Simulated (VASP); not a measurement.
Write the native input for VASP 6.6.1 that does the following.

```
Task                   : single point
Functional             : PBEsol
Potentials or basis    : VASP PAW PBE potentials, release 64 (Hf_pv, N)
Cutoff                 : 520 eV
k mesh                 : 15 × 15 × 15
Occupations            : fermi-dirac, width 0.1 eV
Spin                   : no spin polarisation
Dipole correction      : no
Further INCAR settings : ALGO = Normal; EDIFF = 1e-06; NBANDS = 14
```

The structure of HfN (rocksalt type) lies in POSCAR:

```
HfN
1.0
    0.0000000000      2.2508322888      2.2508322888
    2.2508322888      0.0000000000      2.2508322888
    2.2508322888      2.2508322888      0.0000000000
Hf N
1 1
Direct
    0.0000000000      0.0000000000      0.0000000000
    0.5000000000      0.5000000000      0.5000000000
```

These files were run (other wordings do the same):

INCAR

```
PREC = Accurate
ENCUT = 520
EDIFF = 1E-6
ISMEAR = -1
SIGMA = 0.1
LREAL = False
LASPH = True
NELM = 60
ALGO = Normal
ISIF = 2
LWAVE = False
LCHARG = True
GGA = PS
LELF = True
LVHAR = True
NBANDS = 14
```

KPOINTS

```
regular mesh
0
Gamma
  15 15 15
```

Potentials or basis: VASP PAW PBE potentials, release 64 (Hf_pv, N).

Launch:

```bash
$ cat potpaw_PBE.64/Hf_pv/POTCAR potpaw_PBE.64/N/POTCAR > POTCAR
$ mpirun -np 1 vasp_std > vasp.out
```

Results of the run:

```yaml
Pressure: -2.1 GPa
```

Caveat: the PAW data sets were made with another functional, which shifts forces and pressure a little.

It took 40 s on 1 thread of Intel Xeon 8259CL (shared host), peak memory 0.17 GiB.
